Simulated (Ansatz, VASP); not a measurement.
**One calculation of SiNi, two programs**

```
Si Ni
1.0
     3.05528    0.00000    0.00000
     0.00000    3.25831    0.00000
     0.00000    0.00000    4.70939
Si Ni
2 2
Direct
  0.50000 0.50000 0.84318
  0.00000 0.00000 0.15682
  0.50000 0.50000 0.34231
  0.00000 0.00000 0.65769
```

Alike in both runs: task single point; functional PBE; k mesh 11 × 11 × 8; occupations gaussian, width 0.1 eV; no spin polarisation.

|  | VASP | Ansatz |
| --- | --- | --- |
| version | VASP 6.6.1 | Ansatz 0.2.0 |
| potentials or method | VASP PAW PBE potentials, release 64 (Si, Ni), cutoff 520 eV | scalar-relativistic, plane waves, PAW |
| valence electrons in the cell | 28 | 44 |

Ansatz gave:

| Property | Result |
| --- | --- |
| gap on the k mesh at the Fermi level (eV) | none |
| pressure (GPa) | -0.1 |
| traceless stress, the component that is largest in VASP (GPa) | 0.36 |
| rms of the force components (eV/Å) | 0.006 |

Problem. What did VASP give for the same quantities?

Solution. gap on the k mesh at the Fermi level (eV): none; pressure (GPa): 0.1; traceless stress, the component that is largest in VASP (GPa): 0.58; rms of the force components (eV/Å): 0.005.

Atom by atom the forces differ by 0.003 eV/Å (rms over components). A gap of «none» marks a metal or a gap that the smearing closes. The functional is the same, so the differences come from potentials, cutoffs and numerics. VASP's potentials hold 28 valence electrons a cell and Ansatz's 44, so a difference there can come from the potentials and not from the codes.
